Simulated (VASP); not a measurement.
CdO (Monteponite), 2 atoms in the cell. Symmetry: Fm-3m, No. 225, cubic system. The conventional cell has a = 4.706 Å, b = 4.706 Å, c = 4.706 Å, α = 90.00°, β = 90.00°, γ = 90.00°. Within 3.1 Å of Cd (site symmetry m-3m) lie 6 O at 2.35 Å. O (site symmetry m-3m) has 6 Cd at 2.35 Å within 3.1 Å. 

```yaml
Program: VASP 6.6.1
Task: single point
Functional: r2SCAN
Potentials_or_basis: VASP PAW PBE potentials, release 64 (Cd, O)
Cutoff: 660 eV
k_mesh: 10 × 10 × 10
Occupations: fermi-dirac, width 0.02 eV
Spin: no spin polarisation
Dipole_correction: no
Further_INCAR_settings: ALGO = Normal; EDIFF = 1e-06; NBANDS = 16
```

Potentials or basis: VASP PAW PBE potentials, release 64 (Cd, O).

Command:

```console
$ cat potpaw_PBE.64/Cd/POTCAR potpaw_PBE.64/O/POTCAR > POTCAR
$ cp INCAR.step1 INCAR
$ mpirun -np 1 vasp_std > vasp.out
$ cp INCAR.step2 INCAR
$ mpirun -np 1 vasp_std > vasp.out
```

Hardware: 1 thread of Intel(R) Xeon(R) 6975P-C (Granite Rapids), with other jobs on the host.

Task: How long does it take, and how much memory?

Result: It took 54 s on 1 thread of Intel(R) Xeon(R) 6975P-C (Granite Rapids) (shared host), peak memory 0.18 GiB. Counts: k points 47.
